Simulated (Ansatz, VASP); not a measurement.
# Two plane-wave programs on Ir

```
Ir
1.0
     2.76708    0.00000    0.00000
    -1.38354    2.39636    0.00000
     0.00000    0.00000    9.04014
Ir
4
Cartesian
  1.3835 2.3964 9.0401
  1.3835 2.3964 4.5201
  0.0000 1.5976 2.2600
  1.3835 0.7988 6.7801
```

Alike in both runs: task single point; functional LDA; k mesh 15 × 15 × 4; occupations fermi-dirac, width 0.1 eV; no spin polarisation.

|  | VASP | Ansatz |
| --- | --- | --- |
| version | VASP 6.6.1 | Ansatz 0.2.0 |
| potentials or method | VASP PAW LDA potentials, release 64 (Ir), cutoff 500 eV | plane waves (420 eV) with PAW, scalar-relativistic |
| valence electrons in the cell | 36 | 68 |

Ansatz gave:

| Item | Value |
| --- | --- |
| pressure (GPa) | -25.6 |
| traceless stress, the component that is largest in VASP (GPa) | -0.10 |

**Question.** Estimate VASP's values.

**Answer.** Pressure (GPa): -23.8; traceless stress, the component that is largest in VASP (GPa): -0.10.

Ansatz warns that its potentials were made for another functional, while VASP's fit it. LDA's correlation is that of Perdew and Zunger in VASP and of Perdew and Wang (1992) in Ansatz. VASP's potentials hold 36 valence electrons a cell and Ansatz's 68, so a difference there can come from the potentials and not from the codes.

Neither program's run includes spin-orbit coupling.
